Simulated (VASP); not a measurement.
# PbSe (Fm-3m) in VASP: single point with r2SCAN

Aim: the single point of PbSe with r2SCAN.

All numbers are computed with VASP 6.6.1; they aren't measurements. Logs are shortened: lines on timing, memory, paths and dates and some standing lists are left out, and cuts for length are marked.

## (1) The cell of the first run

It takes space group Fm-3m (No. 225, cubic). Conventional cell: a = 6.179 Å, b = 6.179 Å, c = 6.179 Å, α = 90.00°, β = 90.00°, γ = 90.00°. Pb (site symmetry m-3m) has 6 Se at 3.09 Å within 4.1 Å. Se (site symmetry m-3m) has 6 Pb at 3.09 Å within 4.1 Å.

## (2) Single point, r2SCAN

File POSCAR:

```
PbSe
1.0
    0.0000000000      3.0896732418      3.0896732418
    3.0896732418      0.0000000000      3.0896732418
    3.0896732418      3.0896732418      0.0000000000
Pb Se
1 1
Direct
    0.0000000000      0.0000000000      0.0000000000
    0.5000000000      0.5000000000      0.5000000000
```

File INCAR.step1:

```
PREC = Accurate ; ENCUT = 520
ISMEAR = -1 ; SIGMA = 0.1
LREAL = False ; LASPH = True
NELM = 80 ; NBANDS = 17
GGA = PE ; ALGO = Normal
EDIFF = 1E-4 ; LWAVE = True
LCHARG = False
```

File INCAR.step2:

```
PREC = Accurate ; ENCUT = 520
EDIFF = 1E-6 ; ISMEAR = -1
SIGMA = 0.1 ; LREAL = False
LASPH = True ; NELM = 80
ALGO = Normal ; ISIF = 2
LWAVE = False ; LCHARG = False
METAGGA = R2SCAN ; LMIXTAU = True
NBANDS = 17 ; ISTART = 1
```

File KPOINTS:

```
regular mesh
0
Gamma
  14 14 14
```

Potentials or basis: VASP PAW PBE potentials, release 64 (Pb_d, Se).

Run with:

```
> cat potpaw_PBE.64/Pb_d/POTCAR potpaw_PBE.64/Se/POTCAR > POTCAR
> cp INCAR.step1 INCAR
> mpirun -np 1 vasp_std > vasp.out
> cp INCAR.step2 INCAR
> mpirun -np 1 vasp_std > vasp.out
```

OUTCAR:

```text
PREC = Accurate
   ENCUT = 520
   EDIFF = 1E-6
   ISMEAR = -1
   LREAL = False
   LASPH = True
   NELM = 80
   ISIF = 2
   METAGGA = R2SCAN
   ISTART = 1

 ion  position               nearest neighbor table
   1  0.000  0.000  0.000-   2 3.09   2 3.09   2 3.09   2 3.09   2 3.09   2 3.09
   2  0.500  0.500  0.500-   1 3.09   1 3.09   1 3.09   1 3.09   1 3.09   1 3.09

  LATTYP: Found a face centered cubic cell.
 ALAT       =     6.1793464836

  Lattice vectors:

 A1 = (   0.0000000000,   3.0896732418,   3.0896732418)
 A2 = (   3.0896732418,   0.0000000000,   3.0896732418)
 A3 = (   3.0896732418,   3.0896732418,   0.0000000000)

Analysis of symmetry for initial positions (statically):
=====================================================================
 Subroutine PRICEL returns:
 Original cell was already a primitive cell.

 Routine SETGRP: Setting up the symmetry group for a
 face centered cubic supercell.

 Subroutine GETGRP returns: Found 48 space group operations
 (whereof 48 operations were pure point group operations)
 out of a pool of 48 trial point group operations.

The static configuration has the point symmetry O_h .

Analysis of symmetry for dynamics (positions and initial velocities):
=====================================================================
 Subroutine PRICEL returns:
 Original cell was already a primitive cell.

 Routine SETGRP: Setting up the symmetry group for a
 face centered cubic supercell.

 Subroutine GETGRP returns: Found 48 space group operations
 (whereof 48 operations were pure point group operations)
 out of a pool of 48 trial point group operations.

The dynamic configuration has the point symmetry O_h .

 Subroutine INISYM returns: Found 48 space group operations
 (whereof 48 operations are pure point group operations),
 and found     1 'primitive' translations

----------------------------------------------------------------------------------------

                                     Primitive cell

  volume of cell :      58.9885

  direct lattice vectors                    reciprocal lattice vectors
     0.000000000  3.089673242  3.089673242    -0.161829411  0.161829411  0.161829411
     3.089673242  0.000000000  3.089673242     0.161829411 -0.161829411  0.161829411
     3.089673242  3.089673242  0.000000000     0.161829411  0.161829411 -0.161829411

  length of vectors
     4.369457802  4.369457802  4.369457802     0.280296762  0.280296762  0.280296762

  position of ions in fractional coordinates (direct lattice)
     0.000000000  0.000000000  0.000000000
     0.500000000  0.500000000  0.500000000

  ion indices of the primitive-cell ions
   primitive index   ion index
                 1           1
                 2           2

----------------------------------------------------------------------------------------

 KPOINTS: regular mesh

Automatic generation of k-mesh.
 Grid dimensions read from file:
 generate k-points for:   14   14   14

 Generating k-lattice:

  Cartesian coordinates                     Fractional coordinates (reciprocal lattice)
    -0.011559244  0.011559244  0.011559244     0.071428571  0.000000000  0.000000000
     0.011559244 -0.011559244  0.011559244     0.000000000  0.071428571  0.000000000
     0.011559244  0.011559244 -0.011559244     0.000000000  0.000000000  0.071428571

  Length of vectors
     0.020021197  0.020021197  0.020021197

  Shift w.r.t. Gamma in fractional coordinates (k-lattice)
     0.000000000  0.000000000  0.000000000

 Subroutine IBZKPT returns following result:
 ===========================================

 Found    104 irreducible k-points:

 Following reciprocal coordinates:
            Coordinates               Weight
  0.000000  0.000000  0.000000      1.000000
  0.071429  0.000000  0.000000      8.000000
  0.142857  0.000000  0.000000      8.000000
  0.214286  0.000000  0.000000      8.000000
  0.285714  0.000000  0.000000      8.000000
  0.357143  0.000000  0.000000      8.000000
[... 16 lines left out ...]
  0.214286  0.142857  0.000000     24.000000
  0.285714  0.142857  0.000000     24.000000
 [... further k-points ...]
   k-points           NKPTS =    104   k-points in BZ     NKDIM =    104   number of bands    NBANDS=     17
   number of dos      NEDOS =    301   number of ions     NIONS =      2
   total plane-waves  NPLWV =  32768
   dimension x,y,z NGX =    32 NGY =   32 NGZ =   32
   dimension x,y,z NGXF=    64 NGYF=   64 NGZF=   64
   ions per type =               1   1
   NGX,Y,Z   is equivalent  to a cutoff of  12.18, 12.18, 12.18 a.u.
   NGXF,Y,Z  is equivalent  to a cutoff of  24.35, 24.35, 24.35 a.u.
 SYSTEM =  unknown system
   PREC   = accura    normal or accurate (medium, high low for compatibility)
   ISTART =      1    job   : 0-new  1-cont  2-samecut
   ICHARG =      0    charge: 1-file 2-atom 10-const
   ISPIN  =      1    spin polarized calculation?
   LNONCOLLINEAR =      F non collinear calculations
   LSORBIT =      F    spin-orbit coupling
   LASPH  =      T    aspherical Exc in radial PAW
   ENCUT  =  520.0 eV  38.22 Ry    6.18 a.u.   8.12  8.12  8.12*2*pi/ulx,y,z
   NELM   =     80;   NELMIN=  2; NELMDL=  0     # of ELM steps
   EDIFF  = 0.1E-05   stopping-criterion for ELM
   LREAL  =      F    real-space projection
   EDIFFG = 0.1E-04   stopping-criterion for IOM
   NSW    =      0    number of steps for IOM
   IBRION =     -1    ionic relax: 0-MD 1-quasi-New 2-CG
   NFREE  =      0    steps in history (QN), initial steepest desc. (CG)
   ISIF   =      2    stress and relaxation
   ISYM   =      2    0-nonsym 1-usesym 2-fastsym
   POTIM  = 0.5000    time-step for ionic-motion
   TEBEG  =    0.0;   TEEND  =   0.0 temperature during run
   PSTRESS=    0.0 pullay stress
   NELECT =      20.0000    total number of electrons
   NUPDOWN=      -1.0000    fix difference up-down
   EMIN   =  10.00;   EMAX   =-10.00  energy-range for DOS
   EFERMI =   0.00;   METHOD = LEGACY
   ISMEAR =    -1;   SIGMA  =   0.10  broadening in eV -4-tet -1-fermi 0-gaus
   EFERMI_NEDOS =   21; number of points for ismear=-14 and -15
   IALGO  =     38    algorithm
   IMIX   =      4    mixing-type and parameters
     AMIX     =   0.40;   BMIX     =  1.00
     AMIX_MAG =   1.60;   BMIX_MAG =  1.00
  volume/ion in A,a.u.               =      29.49       199.04
  Fermi-wavevector in a.u.,A,eV,Ry     =   1.141552  2.157220 17.730302  1.303140
  Thomas-Fermi vector in A             =   2.278252
   LORBIT       =      0    0 simple, 1 ext, 2 COOP (PROOUT), +10 PAW based schemes
   METAGGA = R2SCAN    functional components
   LHFCALC =     F    Hartree Fock is set to
   AEXX    =    0.0000 exact exchange contribution
   IVDW    =     0    specifies the selected vdW correction
   LEPSILON=     F    determine dielectric tensor
   LRPA    =     F    only Hartree local field effects (RPA)
 non-spin polarized calculation
  energy-cutoff  :      520.00
  volume of cell :       58.99
 maximum number of plane-waves:      1639
   NGX = 17   NGY = 17   NGZ = 17

 number of electron      19.9999993 magnetization

 Free energy of the ion-electron system (eV)
  ---------------------------------------------------
  ext. energy  EPLUGINS =         0.00000000
  ---------------------------------------------------
  free energy    TOTEN  =       -71.93889582 eV

  energy without entropy =      -71.93864976  energy(sigma->0) =      -71.93877279

 E-fermi :   4.8968     XC(G=0):  -9.9280

 val. band max:        4.5439128431   @ k =   0.5000   0.0000   0.0000
 cond. band min:       5.2172393039   @ k =   0.5000   0.0000   0.0000
 fundamental gap:      0.6733264608
 Fermi energy:         4.8967556827

 k-point     1 :       0.0000    0.0000    0.0000
  band No.  band energies     occupation
      1     -12.8561      2.00000
      2     -12.8561      2.00000
      3     -12.8561      2.00000
      4     -12.8513      2.00000
      5     -12.8513      2.00000
      6      -9.3362      2.00000
[... 9 lines left out ...]
     16      11.5860      0.00000
     17      13.2737      0.00000

 k-point     2 :       0.0714    0.0000    0.0000
  band No.  band energies     occupation
      1     -12.8558      2.00000
      2     -12.8553      2.00000
      3     -12.8553      2.00000
      4     -12.8516      2.00000
      5     -12.8516      2.00000
      6      -9.2976      2.00000
[... 9 lines left out ...]
     16      11.7067      0.00000
     17      13.6936      0.00000

 k-point     3 :       0.1429    0.0000    0.0000
  band No.  band energies     occupation
      1     -12.8569      2.00000
      2     -12.8569      2.00000
      3     -12.8553      2.00000
      4     -12.8492      2.00000
      5     -12.8492      2.00000
      6      -9.1849      2.00000
[... 9 lines left out ...]
     16      12.0249      0.00000
     17      14.5722      0.00000

 k-point     4 :       0.2143    0.0000    0.0000
  band No.  band energies     occupation
      1     -12.8612      2.00000
      2     -12.8612      2.00000
      3     -12.8547      2.00000
      4     -12.8437      2.00000
      5     -12.8437      2.00000
      6      -9.0081      2.00000
[... 9 lines left out ...]
     16      12.5081      0.00000
     17      15.6716      0.00000
[... 343 lines left out ...]
      1     -12.8643      2.00000
      2     -12.8590      2.00000
      3     -12.8489      2.00000
      4     -12.8489      2.00000
      5     -12.8480      2.00000
      6      -9.1318      2.00000
[... 9 lines left out ...]
     16      12.8239      0.00000
     17      13.8450      0.00000

 k-point    23 :       0.2143    0.1429    0.0000
  band No.  band energies     occupation
      1     -12.8721      2.00000
      2     -12.8596      2.00000
      3     -12.8504      2.00000
      4     -12.8452      2.00000
      5     -12.8421      2.00000
      6      -8.9983      2.00000
[... 9 lines left out ...]
     16      13.3481      0.00000
     17      14.4320      0.00000

 k-point    24 :       0.2857    0.1429    0.0000
  band No.  band energies     occupation
      1     -12.8799      2.00000
      2     -12.8585      2.00000
      3     -12.8539      2.00000
      4     -12.8413      2.00000
      5     -12.8353      2.00000
      6      -8.8094      2.00000
[... 9 lines left out ...]
     16      13.9276      0.00000
     17      15.4197      0.00000

 [... further k-points ...]

------------------------ aborting loop because EDIFF is reached ----------------------------------------

  FORCE on cell =-STRESS in cart. coord.  units (eV):
  Direction    XX          YY          ZZ          XY          YZ          ZX
  --------------------------------------------------------------------------------------
  -------------------------------------------------------------------------------------
  Total       -0.0065783     -0.0065783     -0.0065783      0.0000000      0.0000000     -0.0000000
  in kB       -0.1786728     -0.1786728     -0.1786728      0.0000000      0.0000000     -0.0000000
  external PRESSURE =      -0.1786728 kB  Pullay stress =       0.0000000 kB

 VOLUME and BASIS-vectors are now :
 -----------------------------------------------------------------------------
  energy-cutoff  :      520.00
  volume of cell :       58.99
      direct lattice vectors                 reciprocal lattice vectors
     0.000000000  3.089673242  3.089673242    -0.161829411  0.161829411  0.161829411
     3.089673242  0.000000000  3.089673242     0.161829411 -0.161829411  0.161829411
     3.089673242  3.089673242  0.000000000     0.161829411  0.161829411 -0.161829411

 POSITION                                       TOTAL-FORCE (eV/Angst)
 -----------------------------------------------------------------------------------
      0.00000      0.00000      0.00000         0.000000     -0.000000      0.000000
      3.08967      3.08967      3.08967        -0.000000      0.000000     -0.000000
 -----------------------------------------------------------------------------------
    total drift:                                0.000000     -0.000000     -0.000000

  FREE ENERGIE OF THE ION-ELECTRON SYSTEM (eV)
  ---------------------------------------------------
  free  energy   TOTEN  =       -71.9388958197 eV

  energy  without entropy=      -71.9386497556  energy(sigma->0) =      -71.93877279
```

Wall time 4.5 min (1 thread of Intel Xeon 8259CL, shared host); peak memory 0.27 GiB.

Results:

```
Free energy            : -71.9389 eV
Pressure               : 0.0 GPa
Band gap on the k mesh : 0.67 eV
```

Caveat: the PAW data sets were made with another functional, which shifts forces and pressure a little; spin-orbit coupling is left out, which moves the levels of the heavy elements.
